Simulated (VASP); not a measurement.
Here is a VASP 6.6.1 calculation.

INCAR

```
PREC = Accurate
ENCUT = 520
EDIFF = 1E-7
ISMEAR = -1
SIGMA = 0.05
LREAL = F
LASPH = T
NELM = 100
ALGO = Normal
ISIF = 2
LWAVE = F
LCHARG = F
GGA = RP
IVDW = 12
NBANDS = 46
```

The input KPOINTS:

```
regular mesh
0
Gamma
  6 6 5
```

POSCAR

```
TiO2
1.0
    4.4570701244      0.0000000000      0.0000000000
   -2.2285350622      3.8599359542      0.0000000000
    0.0000000000      0.0000000000      5.4399168744
Ti O
3 6
Direct
    0.3909450786      0.0000000000      0.3333333333
    0.0000000000      0.3909450786      0.6666666667
    0.6090549214      0.6090549214      0.0000000000
    0.6745315307      1.0391453411      0.0750580724
    0.6353861896     -0.0391453411      0.5916085942
    0.3646138104      0.3254684693      0.7417247391
    1.0391453411      0.6745315307      0.9249419276
   -0.0391453411      0.6353861896      0.4083914058
    0.3254684693      0.3646138104      0.2582752609
```

Potentials or basis: VASP PAW PBE potentials, release 64 (Ti_sv, O).

Run with:

```sh
$ cat potpaw_PBE.64/Ti_sv/POTCAR potpaw_PBE.64/O/POTCAR > POTCAR
$ mpirun -np 1 vasp_std > vasp.out
```

Problem. Predict the band gap on the k mesh.

Solution. 2.54 eV, indirect (least direct gap 2.68 eV).

Problem. Estimate the pressure.

Solution. 0.7 GPa.

Stress tensor (GPa, compression positive):
```
0.71 0.00 0.00
0.00 0.71 0.00
0.00 0.00 0.57
```

Caveat: the PAW data sets were made with another functional, which shifts forces and pressure a little. A k mesh can miss the band edges.
